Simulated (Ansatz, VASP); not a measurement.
# Ir3O in VASP and in Ansatz

The input INCAR:

```
SYSTEM = Ir3O
PREC     = Accurate       ! precision mode
ENCUT    = 520            ! plane-wave cutoff, eV
EDIFF    = 1E-6           ! SCF threshold, eV
ISMEAR   = 0              ! smearing method
SIGMA    = 0.1            ! smearing width, eV
LREAL    = .FALSE.        ! projectors in reciprocal space
LASPH    = .TRUE.         ! aspherical terms in the spheres
NELM     = 150            ! most SCF steps
ALGO     = Normal         ! electronic algorithm
ISIF     = 2              ! what is computed and relaxed
LWAVE    = .FALSE.        ! write WAVECAR
LCHARG   = .FALSE.        ! write CHGCAR
ISPIN    = 2              ! spin polarisation
MAGMOM   = 1 1 1 0        ! initial moments
LORBIT   = 11             ! projections on sites
LMAXMIX  = 4              ! l up to which the mixer works
GGA      = PE             ! functional
NBANDS   = 28             ! bands
```

KPOINTS

```
Automatic mesh
0
G
  6 6 6
  0 0 0
```

POSCAR

```
Ir3O
1.0
   -2.5135613800      2.5135613800      2.5135613800
    2.5135613800     -2.5135613800      2.5135613800
    2.5135613800      2.5135613800     -2.5135613800
Ir O
3 1
Direct
    0.0000000000      0.5000000000      0.5000000000
    0.5000000000      0.0000000000      0.5000000000
    0.5000000000      0.5000000000      0.0000000000
    0.0000000000      0.0000000000      0.0000000000
```

Input for Ansatz:

```yaml
crystal:
  lattice:
    - [-2.51356138, 2.51356138, 2.51356138]
    - [2.51356138, -2.51356138, 2.51356138]
    - [2.51356138, 2.51356138, -2.51356138]
  atoms:
    - { symbol: Ir, position: [0.0, 0.5, 0.5], spin: 1.0 }
    - { symbol: Ir, position: [0.5, 0.0, 0.5], spin: 1.0 }
    - { symbol: Ir, position: [0.5, 0.5, 0.0], spin: 1.0 }
    - { symbol: O, position: [0.0, 0.0, 0.0] }
basis:
  ecutwfc: 420
kpoints:
  mp_grid: { grid: [6, 6, 6] }
hamiltonian:
  xc: pbe
scf:
  occupations: { method: gaussian, width: 0.1 }
  lower_state_search: "off"
output:
  forces: true
  stress: true
  eigenvalues: true
  populations: true
magnetization:
  spin_polarized: true
```

Alike in both runs: task single point; functional PBE; k mesh 6 × 6 × 6; occupations gaussian, width 0.1 eV; collinear spin.

|  | VASP | Ansatz |
| --- | --- | --- |
| version | VASP 6.6.1 | Ansatz 0.2.0 |
| potentials or method | VASP PAW PBE potentials, release 64 (Ir, O), cutoff 520 eV | scalar-relativistic, plane waves, PAW |
| valence electrons in the cell | 33 | 57 |

VASP gave:

* gap on the k mesh at the Fermi level (eV): none
* pressure (GPa): -8.8
* net moment per atom (μB): 0.00

**Question.** Which values does Ansatz return?

**Answer.** gap on the k mesh at the Fermi level (eV): none; pressure (GPa): -8.9; net moment per atom (μB): 0.00.

A gap of «none» marks a metal or a gap that the smearing closes. VASP's potentials hold 33 valence electrons a cell and Ansatz's 57, so a difference there can come from the potentials and not from the codes. Ansatz's warnings: seeded moment not kept.

Neither program's run includes spin-orbit coupling.
